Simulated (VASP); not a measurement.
# PtSe2 (R-3m) in VASP: single point with r2SCAN

Aim: the single point of PtSe2 with r2SCAN.

Program: VASP 6.6.1. These are calculated values, not measurements. Logs are shortened: lines on timing, memory, paths and dates and some standing lists are left out, and cuts for length are marked.

### 1 The cell of the first run

It takes space group R-3m (No. 166, trigonal). The conventional cell has a = 3.691 Å, b = 3.691 Å, c = 17.282 Å, α = 90.00°, β = 90.00°, γ = 120.00°. Within 3.3 Å of Pt (site symmetry -3m) lie 6 Se at 2.51 Å. Se (site symmetry 3m) has 3 Pt at 2.51 Å and 3 Se at 3.40 Å within 3.4 Å.

### 2 Single point, r2SCAN

The input, POSCAR:

```
PtSe2
1.0
    1.8457016919      1.0656163687      5.7607123393
   -1.8457016919      1.0656163687      5.7607123393
    0.0000000000     -2.1312327373      5.7607123393
Pt Se
1 2
Direct
    0.0000000000      0.0000000000      0.0000000000
    0.2567812155      0.2567812155      0.2567812155
    0.7432187845      0.7432187845      0.7432187845
```

The input, INCAR.step1:

```
ALGO = Normal
EDIFF = 1E-4
ENCUT = 520
GGA = PE
ISMEAR = 0
LASPH = True
LCHARG = False
LREAL = False
LWAVE = True
NBANDS = 18
NELM = 80
PREC = Accurate
SIGMA = 0.01
```

The input, INCAR.step2:

```
ALGO = Normal
EDIFF = 1E-6
ENCUT = 520
ISIF = 2
ISMEAR = 0
ISTART = 1
LASPH = True
LCHARG = False
LMIXTAU = True
LREAL = False
LWAVE = False
METAGGA = R2SCAN
NBANDS = 18
NELM = 80
PREC = Accurate
SIGMA = 0.01
```

The input, KPOINTS:

```
k-points
0
Gamma
  6 6 6
```

Potentials or basis: VASP PAW PBE potentials, release 64 (Pt, Se).

The run is started by

```sh
cat potpaw_PBE.64/Pt/POTCAR potpaw_PBE.64/Se/POTCAR > POTCAR
cp INCAR.step1 INCAR
mpirun -np 1 vasp_std > vasp.out
cp INCAR.step2 INCAR
mpirun -np 1 vasp_std > vasp.out
```

OUTCAR:

```text
EDIFF = 1E-6
   ENCUT = 520
   ISIF = 2
   ISMEAR = 0
   ISTART = 1
   LASPH = True
   LREAL = False
   METAGGA = R2SCAN
   NELM = 80
   PREC = Accurate

 ion  position               nearest neighbor table
   1  0.000  0.000  0.000-   3 2.51   2 2.51   3 2.51   3 2.51   2 2.51   2 2.51
   2  0.257  0.257  0.257-   1 2.51   1 2.51   1 2.51
   3  0.743  0.743  0.743-   1 2.51   1 2.51   1 2.51

  LATTYP: Found a trigonal (rhomboedric) cell.
 ALAT       =     6.1423089825
 COS(alpha) =     0.8194116635

  Lattice vectors:

 A1 = (   1.8457016919,   1.0656163687,   5.7607123393)
 A2 = (  -1.8457016919,   1.0656163687,   5.7607123393)
 A3 = (   0.0000000000,  -2.1312327373,   5.7607123393)

Analysis of symmetry for initial positions (statically):
=====================================================================
 Subroutine PRICEL returns:
 Original cell was already a primitive cell.

 Routine SETGRP: Setting up the symmetry group for a
 trigonal (rhombohedral) supercell.

 Subroutine GETGRP returns: Found 12 space group operations
 (whereof 12 operations were pure point group operations)
 out of a pool of 12 trial point group operations.

The static configuration has the point symmetry D_3d.

Analysis of symmetry for dynamics (positions and initial velocities):
=====================================================================
 Subroutine PRICEL returns:
 Original cell was already a primitive cell.

 Routine SETGRP: Setting up the symmetry group for a
 trigonal (rhombohedral) supercell.

 Subroutine GETGRP returns: Found 12 space group operations
 (whereof 12 operations were pure point group operations)
 out of a pool of 12 trial point group operations.

The dynamic configuration has the point symmetry D_3d.

 Subroutine INISYM returns: Found 12 space group operations
 (whereof 12 operations are pure point group operations),
 and found     1 'primitive' translations

----------------------------------------------------------------------------------------

                                     Primitive cell

  volume of cell :      67.9814

  direct lattice vectors                    reciprocal lattice vectors
     1.845701692  1.065616369  5.760712339     0.270899681  0.156404004  0.057863214
    -1.845701692  1.065616369  5.760712339    -0.270899681  0.156404004  0.057863214
     0.000000000 -2.131232737  5.760712339     0.000000000 -0.312808008  0.057863214

  length of vectors
     6.142308983  6.142308983  6.142308983     0.318114761  0.318114761  0.318114761

  position of ions in fractional coordinates (direct lattice)
     0.000000000  0.000000000  0.000000000
     0.256781215  0.256781215  0.256781215
     0.743218785  0.743218785  0.743218785

  ion indices of the primitive-cell ions
   primitive index   ion index
                 1           1
                 2           2
                 3           3

----------------------------------------------------------------------------------------

 KPOINTS: k-points

Automatic generation of k-mesh.
 Grid dimensions read from file:
 generate k-points for:    6    6    6

 Generating k-lattice:

  Cartesian coordinates                     Fractional coordinates (reciprocal lattice)
     0.045149947  0.026067334  0.009643869     0.166666667  0.000000000  0.000000000
    -0.045149947  0.026067334  0.009643869     0.000000000  0.166666667  0.000000000
     0.000000000 -0.052134668  0.009643869    -0.000000000 -0.000000000  0.166666667

  Length of vectors
     0.053019127  0.053019127  0.053019127

  Shift w.r.t. Gamma in fractional coordinates (k-lattice)
     0.000000000  0.000000000  0.000000000

 Subroutine IBZKPT returns following result:
 ===========================================

 Found     32 irreducible k-points:

 Following reciprocal coordinates:
            Coordinates               Weight
  0.000000  0.000000  0.000000      1.000000
  0.166667 -0.000000 -0.000000      6.000000
  0.333333 -0.000000 -0.000000      6.000000
  0.500000  0.000000 -0.000000      3.000000
  0.166667  0.166667 -0.000000      6.000000
  0.333333  0.166667 -0.000000     12.000000
[... 16 lines left out ...]
  0.500000  0.500000  0.166667      6.000000
 -0.333333  0.500000  0.166667     12.000000
 [... further k-points ...]
   k-points           NKPTS =     32   k-points in BZ     NKDIM =     32   number of bands    NBANDS=     18
   number of dos      NEDOS =    301   number of ions     NIONS =      3
   total plane-waves  NPLWV = 110592
   dimension x,y,z NGX =    48 NGY =   48 NGZ =   48
   dimension x,y,z NGXF=    96 NGYF=   96 NGZF=   96
   ions per type =               1   2
   NGX,Y,Z   is equivalent  to a cutoff of  12.99, 12.99, 12.99 a.u.
   NGXF,Y,Z  is equivalent  to a cutoff of  25.98, 25.98, 25.98 a.u.
 SYSTEM =  unknown system
   PREC   = accura    normal or accurate (medium, high low for compatibility)
   ISTART =      1    job   : 0-new  1-cont  2-samecut
   ICHARG =      0    charge: 1-file 2-atom 10-const
   ISPIN  =      1    spin polarized calculation?
   LNONCOLLINEAR =      F non collinear calculations
   LSORBIT =      F    spin-orbit coupling
   LASPH  =      T    aspherical Exc in radial PAW
   ENCUT  =  520.0 eV  38.22 Ry    6.18 a.u.  11.42 11.42 11.42*2*pi/ulx,y,z
   NELM   =     80;   NELMIN=  2; NELMDL=  0     # of ELM steps
   EDIFF  = 0.1E-05   stopping-criterion for ELM
   LREAL  =      F    real-space projection
   EDIFFG = 0.1E-04   stopping-criterion for IOM
   NSW    =      0    number of steps for IOM
   IBRION =     -1    ionic relax: 0-MD 1-quasi-New 2-CG
   NFREE  =      0    steps in history (QN), initial steepest desc. (CG)
   ISIF   =      2    stress and relaxation
   ISYM   =      2    0-nonsym 1-usesym 2-fastsym
   POTIM  = 0.5000    time-step for ionic-motion
   TEBEG  =    0.0;   TEEND  =   0.0 temperature during run
   PSTRESS=    0.0 pullay stress
   NELECT =      22.0000    total number of electrons
   NUPDOWN=      -1.0000    fix difference up-down
   EMIN   =  10.00;   EMAX   =-10.00  energy-range for DOS
   EFERMI =   0.00;   METHOD = LEGACY
   ISMEAR =     0;   SIGMA  =   0.01  broadening in eV -4-tet -1-fermi 0-gaus
   EFERMI_NEDOS =   21; number of points for ismear=-14 and -15
   IALGO  =     38    algorithm
   IMIX   =      4    mixing-type and parameters
     AMIX     =   0.40;   BMIX     =  1.00
     AMIX_MAG =   1.60;   BMIX_MAG =  1.00
  volume/ion in A,a.u.               =      22.66       152.92
  Fermi-wavevector in a.u.,A,eV,Ry     =   1.123964  2.123984 17.188177  1.263295
  Thomas-Fermi vector in A             =   2.260633
   LORBIT       =      0    0 simple, 1 ext, 2 COOP (PROOUT), +10 PAW based schemes
   METAGGA = R2SCAN    functional components
   LHFCALC =     F    Hartree Fock is set to
   AEXX    =    0.0000 exact exchange contribution
   IVDW    =     0    specifies the selected vdW correction
   LEPSILON=     F    determine dielectric tensor
   LRPA    =     F    only Hartree local field effects (RPA)
 non-spin polarized calculation
 Gauss-broadening in eV      SIGMA  =   0.01
  energy-cutoff  :      520.00
  volume of cell :       67.98
 maximum number of plane-waves:      1845
 NGX is ok and might be reduce to    48
   NGX = 23   NGY = 23   NGZ = 23

 number of electron      22.0000000 magnetization

 Free energy of the ion-electron system (eV)
  ---------------------------------------------------
  ext. energy  EPLUGINS =         0.00000000
  ---------------------------------------------------
  free energy    TOTEN  =       -81.47774767 eV

  energy without entropy =      -81.47774767  energy(sigma->0) =      -81.47774767

 E-fermi :   4.6925     XC(G=0): -10.5271

 val. band max:        4.6122144795   @ k =   0.0000   0.0000   0.0000
 cond. band min:       5.4429400073   @ k =  -0.3333   0.1667  -0.0000
 fundamental gap:      0.8307255278
 Fermi energy:         4.6925150356

 k-point     1 :       0.0000    0.0000    0.0000
  band No.  band energies     occupation
      1     -10.7926      2.00000
      2      -8.6042      2.00000
      3      -1.9440      2.00000
      4      -1.3762      2.00000
      5      -1.3762      2.00000
      6       0.9135      2.00000
[... 10 lines left out ...]
     17      12.6613      0.00000
     18      16.0341      0.00000

 k-point     2 :       0.1667   -0.0000   -0.0000
  band No.  band energies     occupation
      1     -10.4749      2.00000
      2      -8.6637      2.00000
      3      -1.6259      2.00000
      4      -1.2629      2.00000
      5      -1.2028      2.00000
      6       0.4452      2.00000
[... 10 lines left out ...]
     17      13.7884      0.00000
     18      14.7409      0.00000

 k-point     3 :       0.3333   -0.0000   -0.0000
  band No.  band energies     occupation
      1      -9.7079      2.00000
      2      -8.7850      2.00000
      3      -1.6248      2.00000
      4      -0.9669      2.00000
      5      -0.7608      2.00000
      6      -0.3076      2.00000
[... 10 lines left out ...]
     17      14.6581      0.00000
     18      15.0893      0.00000

 k-point     4 :       0.5000    0.0000   -0.0000
  band No.  band energies     occupation
      1      -9.2038      2.00000
      2      -8.8624      2.00000
      3      -2.3281      2.00000
      4      -0.9508      2.00000
      5      -0.5158      2.00000
      6       0.1884      2.00000
[... 375 lines left out ...]
      4      -1.0437      2.00000
      5      -0.2911      2.00000
      6      -0.1280      2.00000
[... 10 lines left out ...]
     17      13.8513      0.00000
     18      14.8922      0.00000

 k-point    23 :       0.5000    0.5000    0.1667
  band No.  band energies     occupation
      1      -9.5590      2.00000
      2      -8.9591      2.00000
      3      -1.7840      2.00000
      4      -1.0582      2.00000
      5      -0.9156      2.00000
      6       0.0936      2.00000
[... 10 lines left out ...]
     17      13.9238      0.00000
     18      14.3708      0.00000

 k-point    24 :      -0.3333    0.5000    0.1667
  band No.  band energies     occupation
      1      -9.1128      2.00000
      2      -8.9537      2.00000
      3      -2.0885      2.00000
      4      -1.1090      2.00000
      5      -0.5980      2.00000
      6       0.1571      2.00000
[... 10 lines left out ...]
     17      13.2924      0.00000
     18      15.0910      0.00000

 [... further k-points ...]

------------------------ aborting loop because EDIFF is reached ----------------------------------------

  FORCE on cell =-STRESS in cart. coord.  units (eV):
  Direction    XX          YY          ZZ          XY          YZ          ZX
  --------------------------------------------------------------------------------------
  -------------------------------------------------------------------------------------
  Total        0.5985974      0.5985974      0.5080433      0.0000000      0.0000000      0.0000000
  in kB       14.1076783     14.1076783     11.9735093      0.0000000      0.0000000      0.0000000
  external PRESSURE =      13.3962887 kB  Pullay stress =       0.0000000 kB

 VOLUME and BASIS-vectors are now :
 -----------------------------------------------------------------------------
  energy-cutoff  :      520.00
  volume of cell :       67.98
      direct lattice vectors                 reciprocal lattice vectors
     1.845701692  1.065616369  5.760712339     0.270899681  0.156404004  0.057863214
    -1.845701692  1.065616369  5.760712339    -0.270899681  0.156404004  0.057863214
     0.000000000 -2.131232737  5.760712339     0.000000000 -0.312808008  0.057863214

 POSITION                                       TOTAL-FORCE (eV/Angst)
 -----------------------------------------------------------------------------------
      0.00000      0.00000      0.00000         0.000000     -0.000000     -0.000000
      0.00000      0.00000      4.43773         0.000000      0.000000      0.012486
      0.00000      0.00000     12.84441         0.000000     -0.000000     -0.012486
 -----------------------------------------------------------------------------------
    total drift:                               -0.000000      0.000000     -0.000000

  FREE ENERGIE OF THE ION-ELECTRON SYSTEM (eV)
  ---------------------------------------------------
  free  energy   TOTEN  =       -81.4777476669 eV

  energy  without entropy=      -81.4777476669  energy(sigma->0) =      -81.47774767
```

It took 5.1 min on 1 thread of Intel Xeon Platinum 8259CL at 2.50GHz (Skylake/Cascade Lake), shared host; peak memory 0.37 GiB.

What came out:

```
Free energy            : -81.4777 eV
Pressure               : 1.3 GPa
Largest force          : 0.012 eV/Å
Band gap on the k mesh : 0.83 eV (least direct gap 1.21 eV)
```

Forces on the atoms (eV/Å):
```
Pt   0.000  0.000  0.000
Se   0.000  0.000  0.012
Se   0.000  0.000 -0.012
```

Stress tensor (GPa, compression positive):
```
1.41 0.00 0.00
0.00 1.41 0.00
0.00 0.00 1.20
```

Caveat: the PAW data sets were made with another functional, which shifts forces and pressure a little; spin-orbit coupling is left out, which moves the levels of the heavy elements.
